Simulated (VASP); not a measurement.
Write the native input for VASP 6.6.1 that does the following.

```yaml
Task: single point
Functional: PBE
Dispersion: D3(BJ)
Potentials_or_basis: VASP PAW PBE potentials, release 64 (W_sv, S)
Cutoff: 520 eV
k_mesh: 12 × 12 × 4
Occupations: gaussian, width 0.02 eV
Spin: no spin polarisation
Dipole_correction: no
Further_INCAR_settings: ALGO = Normal; EDIFF = 1e-06; NBANDS = 35
```

The structure of WS2 lies in POSCAR:

```
WS2
1.0
    3.1856920691      0.0000000000      0.0000000000
   -1.5928460345      2.7588902604      0.0000000000
    0.0000000000      0.0000000000     12.0748906813
W S
2 4
Direct
    0.3333333333      0.6666666667      0.7501682012
    0.6666666667      0.3333333333      0.2498317988
    0.3333333333      0.6666666667      0.1202132495
    0.6666666667      0.3333333333      0.6205433143
    0.3333333333      0.6666666667      0.3794566857
    0.6666666667      0.3333333333      0.8797867505
```

This cell differs from its parent crystal: biaxial strain in the a-b plane: +1.0 %.

One way to write it, as run:

INCAR

```
ALGO     = Normal         # electronic algorithm
EDIFF    = 1E-6           # SCF threshold, eV
ENCUT    = 520            # plane-wave cutoff, eV
GGA      = PE             # functional
ISIF     = 2              # what is computed and relaxed
ISMEAR   = 0              # smearing method
IVDW     = 12             # dispersion correction
LASPH    = T              # aspherical terms in the spheres
LCHARG   = F              # write CHGCAR
LREAL    = F              # projectors in reciprocal space
LWAVE    = F              # write WAVECAR
NBANDS   = 35             # bands
NELM     = 100            # most SCF steps
PREC     = Accurate       # precision mode
SIGMA    = 0.02           # smearing width, eV
```

KPOINTS

```
k-points
0
Gamma
  12 12 4
```

Potentials or basis: VASP PAW PBE potentials, release 64 (W_sv, S).

Run with:

```sh
$ cat potpaw_PBE.64/W_sv/POTCAR potpaw_PBE.64/S/POTCAR > POTCAR
$ mpirun -np 1 vasp_std > vasp.out
```

Results of the run:

```json
{
  "Pressure": "-2.1 GPa",
  "Largest force": "0.041 eV/Å",
  "Band gap on the k mesh": "0.88 eV, indirect (least direct gap 1.70 eV)",
  "Dispersion energy per atom": "-0.429 eV"
}
```

Caveat: the cell differs from its parent crystal (biaxial strain in the a-b plane: +1.0 %); spin-orbit coupling is left out, which moves the levels of the heavy elements.

Wall time 7.6 min on 1 thread of AMD EPYC 7R13 (shared host), peak memory 0.33 GiB.
